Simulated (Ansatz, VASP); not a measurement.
**BP: VASP beside Ansatz**

```xyz
2
Lattice="0.0000 2.2742 2.2742 2.2742 0.0000 2.2742 2.2742 2.2742 0.0000" Properties=species:S:1:pos:R:3 pbc="T T T"
B     0.0000    0.0000    0.0000
P     3.4113    3.4113    3.4113
```

Alike in both runs: task single point; functional PBE; k mesh 10 × 10 × 10; occupations gaussian, width 0.02 eV; no spin polarisation.

```csv
,VASP,Ansatz
version,VASP 6.6.1,Ansatz 0.2.0
potentials or method,"VASP PAW PBE potentials, release 64 (B, P), cutoff 520 eV","scalar-relativistic, plane waves, PAW"
valence electrons in the cell,8,8
```

```csv
,VASP,Ansatz,Ansatz less VASP
gap on the k mesh at the Fermi level (eV),1.25,1.25,+0.004
least direct gap on the mesh (eV),3.39,3.39,+0.003
```
